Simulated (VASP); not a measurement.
Set up this calculation in VASP 6.6.1, as the native input.

```
Task                   : single point
Functional             : r2SCAN
Potentials or basis    : VASP PAW PBE potentials, release 64 (Al, N)
Cutoff                 : 520 eV
k mesh                 : 10 × 10 × 10
Occupations            : fermi-dirac, width 0.05 eV
Spin                   : no spin polarisation
Dipole correction      : no
Further INCAR settings : ALGO = Normal; EDIFF = 1e-07; NBANDS = 11
```

AlN:

```
Al N
1.0
     0.00000    2.18490    2.18490
     2.18490    0.00000    2.18490
     2.18490    2.18490    0.00000
Al N
1 1
Direct
  0.00000 0.00000 0.00000
  0.25000 0.25000 0.25000
```

One way to write it, as run:

POSCAR

```
AlN
1.0
    0.0000000000      2.1849006260      2.1849006260
    2.1849006260      0.0000000000      2.1849006260
    2.1849006260      2.1849006260      0.0000000000
Al N
1 1
Direct
    0.0000000000      0.0000000000      0.0000000000
    0.2500000000      0.2500000000      0.2500000000
```

INCAR.step1

```
SYSTEM = AlN
  PREC = Accurate
  ENCUT = 520
  ISMEAR = -1
  SIGMA = 0.05
  LREAL = .FALSE.
  LASPH = .TRUE.
  NELM = 60
  NBANDS = 11
  GGA = PE
  ALGO = Normal
  EDIFF = 1E-4
  LWAVE = .TRUE.
  LCHARG = .FALSE.
```

INCAR.step2

```
SYSTEM = AlN
  PREC = Accurate
  ENCUT = 520
  EDIFF = 1E-7
  ISMEAR = -1
  SIGMA = 0.05
  LREAL = .FALSE.
  LASPH = .TRUE.
  NELM = 60
  ALGO = Normal
  ISIF = 2
  LWAVE = .FALSE.
  LCHARG = .FALSE.
  METAGGA = R2SCAN
  LMIXTAU = .TRUE.
  NBANDS = 11
  ISTART = 1
```

KPOINTS

```
regular mesh
0
G
  10 10 10
  0 0 0
```

Potentials or basis: VASP PAW PBE potentials, release 64 (Al, N).

Run with:

```sh
$ cat potpaw_PBE.64/Al/POTCAR potpaw_PBE.64/N/POTCAR > POTCAR
$ cp INCAR.step1 INCAR
$ mpirun -np 1 vasp_std > vasp.out
$ cp INCAR.step2 INCAR
$ mpirun -np 1 vasp_std > vasp.out
```

It gave:

```yaml
Pressure: -0.4 GPa
Band_gap_on_the_k_mesh: 3.93 eV, indirect (least direct gap 4.88 eV)
```

Caveat: the PAW data sets were made with another functional, which shifts forces and pressure a little.

It took 24 s on 1 thread of Intel(R) Xeon(R) Platinum 8488C (Sapphire Rapids), with other jobs on the host, peak memory 0.13 GiB.
